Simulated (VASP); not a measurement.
Ir:

```
Ir
1.0
     0.00000    1.88971    1.88971
     1.88971    0.00000    1.88971
     1.88971    1.88971    0.00000
Ir
1
Direct
  0.00000 0.00000 0.00000
```

This cell differs from its parent crystal: volume scaled by 0.96.

Base run:

- Program: VASP 6.6.1
- Functional: LDA
- Potentials or basis: VASP PAW LDA potentials, release 64 (Ir)
- Cutoff: 520 eV
- k mesh: 12 × 12 × 12
- Occupations: fermi-dirac, width 0.05 eV
- Spin: no spin polarisation

Its results: pressure 13.2 GPa.

Task: The run is repeated on the same cell with these changes: functional from LDA to PBEsol; potentials or basis from VASP PAW LDA potentials, release 64 (Ir) to VASP PAW PBE potentials, release 64 (Ir). What comes out?

Result: Pressure 17.8 GPa.

Caveats: the PAW data sets were made with another functional, which shifts forces and pressure a little (some runs).
